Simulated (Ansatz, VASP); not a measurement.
# AlRu in VASP and in Ansatz

File INCAR:

```
SYSTEM = AlRu
  ALGO = Fast
  EDIFF = 1E-6
  ENCUT = 520
  GGA = PE
  ISIF = 2
  ISMEAR = 0
  LASPH = .TRUE.
  LCHARG = .FALSE.
  LREAL = .FALSE.
  LWAVE = .FALSE.
  NBANDS = 16
  NELM = 60
  PREC = Accurate
  SIGMA = 0.15
```

File KPOINTS:

```
k-points
0
G
  16 16 16
  0 0 0
```

Contents of POSCAR:

```
AlRu
1.0
    2.9916000000      0.0000000000      0.0000000000
    0.0000000000      2.9916000000      0.0000000000
    0.0000000000      0.0000000000      2.9916000000
Al Ru
1 1
Direct
    0.0000000000      0.0000000000     -0.1002807862
    0.5000000000      0.5000000000      0.5000000000
```

Input for Ansatz:

```yaml
crystal:
  lattice:
    - [2.9916, 0.0, 0.0]
    - [0.0, 2.9916, 0.0]
    - [0.0, 0.0, 2.9916]
  atoms:
    - { symbol: Al, position: [0.0, 0.0, -0.1002807862] }
    - { symbol: Ru, position: [0.5, 0.5, 0.5] }
basis:
  ecutwfc: 420
kpoints:
  mp_grid: { grid: [16, 16, 16] }
hamiltonian:
  xc: pbe
scf:
  occupations: { method: gaussian, width: 0.15 }
output:
  forces: true
  stress: true
  eigenvalues: true
```

Alike in both runs: task single point; functional PBE; k mesh 16 × 16 × 16; occupations gaussian, width 0.15 eV; no spin polarisation.

|  | VASP | Ansatz |
| --- | --- | --- |
| version | VASP 6.6.1 | Ansatz 0.2.0 |
| potentials or method | VASP PAW PBE potentials, release 64 (Al, Ru_pv), cutoff 520 eV | scalar-relativistic, plane waves, PAW |
| valence electrons in the cell | 17 | 19 |

```csv
,VASP,Ansatz,Ansatz less VASP
gap on the k mesh at the Fermi level (eV),none,none,-
pressure (GPa),9.3,9.3,-0.02
"traceless stress, the component that is largest in VASP (GPa)",-4.93,-4.86,+0.067
rms of the force components (eV/Å),1.324,1.316,-0.0079
```

Atom by atom the forces differ by 0.008 eV/Å (rms over components). A gap of «none» marks a metal or a gap that the smearing closes. VASP's potentials hold 17 valence electrons a cell and Ansatz's 19, so a difference there can come from the potentials and not from the codes.
